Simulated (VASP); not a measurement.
**Ag: single point with LDA**

The system is Ag, a slab with vacuum.

```
Ag
1.0
     2.82844    0.00000    0.00000
    -1.41422    2.44950    0.00000
     0.00000    0.00000   25.23770
Ag
5
Direct
  0.83333 0.16667 0.31702
  0.16667 0.83333 0.40837
  0.50000 0.50000 0.50000
  0.83333 0.16667 0.59163
  0.16667 0.83333 0.68298
```

```json
{
 "Program": "VASP 6.6.1",
 "Task": "single point",
 "Functional": "LDA",
 "Potentials or basis": "VASP PAW LDA potentials, release 64 (Ag)",
 "Cutoff": "520 eV",
 "k mesh": "13 × 13 × 1",
 "Occupations": "fermi-dirac, width 0.05 eV",
 "Spin": "no spin polarisation"
}
```

- Largest force: 0.010 eV/Å
- Band gap on the k mesh: zero (an odd number of electrons rules out a gap without spin polarisation)

Forces in eV/Å, atoms in the order of the input:
```
Ag   0.000  0.000 -0.010
Ag   0.000  0.000  0.000
Ag   0.000  0.000  0.001
Ag   0.000  0.000  0.003
Ag   0.000  0.000  0.006
```

Levels at points of the mesh, in eV from the Fermi level:
```
           k point  band 26  band 27  band 28  band 29  band 30  band 31
(0.00, 0.00, 0.00)    -3.30    -3.14    -3.14    -3.12    -0.93    -0.11
```

Wall time 8.4 min on 1 thread of Intel Xeon 8259CL, on a shared host, peak memory 0.3 GiB.
